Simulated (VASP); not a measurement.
Bi2Te3 (Tellurobismuthite): single point with LDA

Bi2Te3 (Tellurobismuthite):

```xyz
5
Lattice="2.2935 1.3242 10.3296 -2.2935 1.3242 10.3296 0.0000 -2.6483 10.3296" Properties=species:S:1:pos:R:3 pbc="T T T"
Bi    0.0000    0.0000    5.8259
Bi    0.0000    0.0000   18.5313
Te    0.0000    0.0000   12.0546
Te    0.0000    0.0000   24.7910
Te    0.0000    0.0000    0.0000
```

```json
{"Program": "VASP 6.6.1", "Task": "single point", "Functional": "LDA", "Potentials or basis": "VASP PAW LDA potentials, release 64 (Bi_d, Te)", "Cutoff": "520 eV", "k mesh": "6 × 6 × 6", "Occupations": "fermi-dirac, width 0.1 eV", "Spin": "no spin polarisation"}
```

| Property | Result |
| --- | --- |
| Pressure | -5.8 GPa |
| Largest force | 0.828 eV/Å |
| Band gap on the k mesh | zero (band 24 reaches 4.88 eV, above the bottom of band 25 at 4.74 eV) |

Forces in eV/Å, atoms in the order of the input:
```
Bi   0.000  0.000  0.252
Bi   0.000  0.000  0.511
Te   0.000  0.000  0.184
Te   0.000  0.000 -0.119
Te   0.000  0.000 -0.828
```

Stress tensor (GPa, compression positive):
```
-5.38  0.00  0.00
 0.00 -5.38  0.00
 0.00  0.00 -6.66
```

Levels at points of the mesh, in eV from the Fermi level:
| k point | band 20 | band 21 | band 22 | band 23 | band 24 | band 25 | band 26 | band 27 | band 28 | band 29 |
| --- | --- | --- | --- | --- | --- | --- | --- | --- | --- | --- |
| (0.00, 0.00, 0.00) | -1.82 | -1.82 | -0.53 | -0.32 | -0.32 | -0.16 | 0.33 | 0.33 | 1.92 | 1.92 |
| (0.50, 0.00, 0.00) | -2.86 | -2.77 | -1.85 | -0.24 | -0.19 | -0.13 | 0.48 | 2.15 | 2.66 | 3.01 |
| (0.50, 0.50, 0.00) | -2.53 | -2.08 | -1.61 | -0.85 | -0.40 | 0.37 | 1.09 | 1.53 | 2.26 | 2.35 |
| (0.50, 0.50, 0.50) | -1.79 | -1.73 | -0.94 | -0.53 | -0.53 | 0.36 | 0.81 | 0.81 | 1.54 | 1.54 |

Run time: 19 min on 1 thread of Intel(R) Xeon(R) Platinum 8488C (Sapphire Rapids) (shared host), peak memory 0.76 GiB.

Caveat: spin-orbit coupling is left out, which moves the levels of the heavy elements.
